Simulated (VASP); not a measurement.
# La (Im-3m) in VASP: notebook, part 2 of 2

VASP 6.6.1. Earlier steps stand in the parts before.

## 3. Single point, r2SCAN (33.84 Å³/atom)

This run uses another cell than the first one, of 33.84 Å³/atom.

File POSCAR:

```
La
1.0
   -2.0376780784      2.0376780784      2.0376780784
    2.0376780784     -2.0376780784      2.0376780784
    2.0376780784      2.0376780784     -2.0376780784
La
1
Direct
    0.0000000000      0.0000000000      0.0000000000
```

File INCAR.step1:

```
SYSTEM = La
PREC = Accurate ; ENCUT = 520
ISMEAR = -1 ; SIGMA = 0.1
LREAL = .FALSE. ; LASPH = .TRUE.
NELM = 100 ; NBANDS = 12
GGA = PE ; ALGO = Normal
EDIFF = 1E-4 ; LWAVE = .TRUE.
LCHARG = .FALSE.
```

File INCAR.step2:

```
SYSTEM = La
PREC = Accurate ; ENCUT = 520
EDIFF = 1E-6 ; ISMEAR = -1
SIGMA = 0.1 ; LREAL = .FALSE.
LASPH = .TRUE. ; NELM = 100
ALGO = Normal ; ISIF = 2
LWAVE = .FALSE. ; LCHARG = .FALSE.
METAGGA = R2SCAN ; LMIXTAU = .TRUE.
NBANDS = 12 ; ISTART = 1
```

File KPOINTS:

```
regular mesh
0
G
  12 12 12
  0 0 0
```

Potentials or basis: VASP PAW PBE potentials, release 64 (La).

The run is started by

```console
$ cat potpaw_PBE.64/La/POTCAR > POTCAR
$ cp INCAR.step1 INCAR
$ mpirun -np 1 vasp_std > vasp.out
$ cp INCAR.step2 INCAR
$ mpirun -np 1 vasp_std > vasp.out
```

Wall time 76 s (1 thread of Intel Xeon Platinum 8488C (Sapphire Rapids), shared host); peak memory 0.2 GiB.

Results (log left out):

```yaml
Free_energy: -29.6145 eV
Pressure: 3.8 GPa
Band_gap_on_the_k_mesh: zero (an odd number of electrons rules out a gap without spin polarisation)
```

Levels at points of the mesh, in eV from the Fermi level:
```
           k point  band 4  band 5  band 6  band 7  band 8  band 9
(0.00, 0.00, 0.00)  -16.27   -3.23    1.79    1.79    1.79    1.89
(0.50, 0.00, 0.00)  -16.32   -2.06   -0.21    1.89    2.00    2.41
(0.50, 0.50, 0.50)  -17.49   -2.43   -2.43    2.15    2.36    2.36
```

Caveat: the cell stands under pressure; the PAW data sets were made with another functional, which shifts forces and pressure a little; spin-orbit coupling is left out, which moves the levels of the heavy elements.

## 4. Single point, r2SCAN (35.38 Å³/atom)

This run uses another cell than the first one, of 35.38 Å³/atom.

File POSCAR:

```
La
1.0
   -2.0680956685      2.0680956685      2.0680956685
    2.0680956685     -2.0680956685      2.0680956685
    2.0680956685      2.0680956685     -2.0680956685
La
1
Direct
    0.0000000000      0.0000000000      0.0000000000
```

File INCAR.step1:

```
PREC = Accurate ; ENCUT = 520
ISMEAR = -1 ; SIGMA = 0.1
LREAL = False ; LASPH = True
NELM = 60 ; NBANDS = 12
GGA = PE ; ALGO = Normal
EDIFF = 1E-4 ; LWAVE = True
LCHARG = False
```

File INCAR.step2:

```
PREC = Accurate ; ENCUT = 520
EDIFF = 1E-7 ; ISMEAR = -1
SIGMA = 0.1 ; LREAL = False
LASPH = True ; NELM = 60
ALGO = Normal ; ISIF = 2
LWAVE = False ; LCHARG = True
METAGGA = R2SCAN ; LMIXTAU = True
LELF = True ; LVHAR = True
NBANDS = 12 ; ISTART = 1
```

File KPOINTS:

```
Automatic mesh
0
Gamma
  12 12 12
```

Potentials or basis: VASP PAW PBE potentials, release 64 (La).

The run is started by

```console
$ cat potpaw_PBE.64/La/POTCAR > POTCAR
$ cp INCAR.step1 INCAR
$ mpirun -np 1 vasp_std > vasp.out
$ cp INCAR.step2 INCAR
$ mpirun -np 1 vasp_std > vasp.out
```

OUTCAR:

```text
PREC = Accurate
   ENCUT = 520
   EDIFF = 1E-7
   ISMEAR = -1
   LREAL = False
   LASPH = True
   NELM = 60
   ISIF = 2
   METAGGA = R2SCAN
   ISTART = 1

 ion  position               nearest neighbor table
   1  0.000  0.000  0.000-

  LATTYP: Found a body centered cubic cell.
 ALAT       =     4.1361913370

  Lattice vectors:

 A1 = (  -2.0680956685,   2.0680956685,   2.0680956685)
 A2 = (   2.0680956685,  -2.0680956685,   2.0680956685)
[... 536 lines left out ...]
     10      11.0316      0.00000
     11      11.0407      0.00000
     12      11.1217      0.00000

 [... further k-points ...]

------------------------ aborting loop because EDIFF is reached ----------------------------------------

  FORCE on cell =-STRESS in cart. coord.  units (eV):
  Direction    XX          YY          ZZ          XY          YZ          ZX
  --------------------------------------------------------------------------------------
  -------------------------------------------------------------------------------------
  Total        0.5326281      0.5326281      0.5326281     -0.0000000     -0.0000000      0.0000000
  in kB       24.1191947     24.1191947     24.1191947     -0.0000000     -0.0000000      0.0000000
  external PRESSURE =      24.1191947 kB  Pullay stress =       0.0000000 kB

 VOLUME and BASIS-vectors are now :
 -----------------------------------------------------------------------------
  energy-cutoff  :      520.00
  volume of cell :       35.38
      direct lattice vectors                 reciprocal lattice vectors
    -2.068095668  2.068095668  2.068095668     0.000000000  0.241768313  0.241768313
     2.068095668 -2.068095668  2.068095668     0.241768313  0.000000000  0.241768313
     2.068095668  2.068095668 -2.068095668     0.241768313  0.241768313  0.000000000

 POSITION                                       TOTAL-FORCE (eV/Angst)
 -----------------------------------------------------------------------------------
      0.00000      0.00000      0.00000         0.000000      0.000000      0.000000
 -----------------------------------------------------------------------------------
    total drift:                               -0.000000     -0.000000     -0.000000

  FREE ENERGIE OF THE ION-ELECTRON SYSTEM (eV)
  ---------------------------------------------------
  free  energy   TOTEN  =       -29.6446783784 eV

  energy  without entropy=      -29.5659087559  energy(sigma->0) =      -29.60529357
```

Run time: 99 s. Hardware: 1 thread of Intel Xeon Platinum 8488C (Sapphire Rapids), shared host; peak memory 0.2 GiB.

Results:

```
Free energy            : -29.6447 eV
Pressure               : 2.4 GPa
Band gap on the k mesh : zero (an odd number of electrons rules out a gap without spin polarisation)
```

Caveat: the PAW data sets were made with another functional, which shifts forces and pressure a little; spin-orbit coupling is left out, which moves the levels of the heavy elements.

## 5. Summary

| cell | k mesh | gap on the mesh (eV) | pressure (GPa) |
| --- | --- | --- | --- |
| a = 3.683 Å, angles 109.5°, 1 atom | 11 × 11 × 11 | none | 0.0 |
| a = 3.529 Å, angles 109.5°, 1 atom | 12 × 12 × 12 | none | 3.8 |
| a = 3.582 Å, angles 109.5°, 1 atom | 12 × 12 × 12 | none | 2.4 |

Alike in all rows: task single point; level r2SCAN; potentials or basis VASP PAW PBE potentials, release 64 (La); no spin polarisation; cutoff (eV) 520; smearing fermi-dirac 0.1 eV.

Caveats: the PAW data sets were made with another functional, which shifts forces and pressure a little; spin-orbit coupling is left out, which moves the levels of the heavy elements; the cell stands under pressure (at least some runs).

Absolute energies hang on the potentials; compare differences alone.
